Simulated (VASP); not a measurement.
Here is a VASP 6.6.1 calculation.

The input INCAR:

```
SYSTEM = CoSi2
PREC = Accurate
ENCUT = 520
EDIFF = 1E-7
ISMEAR = 0
SIGMA = 0.15
LREAL = .False.
LASPH = .True.
NELM = 60
ALGO = Normal
ISIF = 2
LWAVE = .False.
LCHARG = .False.
GGA = PS
NBANDS = 16
```

File KPOINTS:

```
regular mesh
0
Gamma
  16 16 16
  0 0 0
```

File POSCAR:

```
CoSi2
1.0
    0.0000000000      2.6562539604      2.6562539604
    2.6562539604      0.0000000000      2.6562539604
    2.6562539604      2.6562539604      0.0000000000
Co Si
1 2
Direct
    0.0000000000      0.0000000000      0.0000000000
    0.2255475545      0.2255475545      0.2255475545
    0.7744524455      0.7744524455      0.7744524455
```

Potentials or basis: VASP PAW PBE potentials, release 64 (Co, Si).

Launch:

```bash
$ cat potpaw_PBE.64/Co/POTCAR potpaw_PBE.64/Si/POTCAR > POTCAR
$ mpirun -np 1 vasp_std > vasp.out
```

**Question.** What does it give for the band gap on the k mesh?

**Answer.** Zero (an odd number of electrons rules out a gap without spin polarisation).

**Question.** Estimate the pressure.

**Answer.** 9.8 GPa.

**Question.** Predict the largest force.

**Answer.** 3.586 eV/Å.

Stress tensor (GPa, compression positive):
```
 9.82 13.89 13.89
13.89  9.82 13.89
13.89 13.89  9.82
```

Caveat: the cell differs from its parent crystal (atoms displaced along a vibrational mode); the cell stands under pressure; the PAW data sets were made with another functional, which shifts forces and pressure a little; the run has no spin polarisation, though such a crystal can be magnetic. Spin polarisation is off, so any magnetic state and its effect on volume and gap are missing.
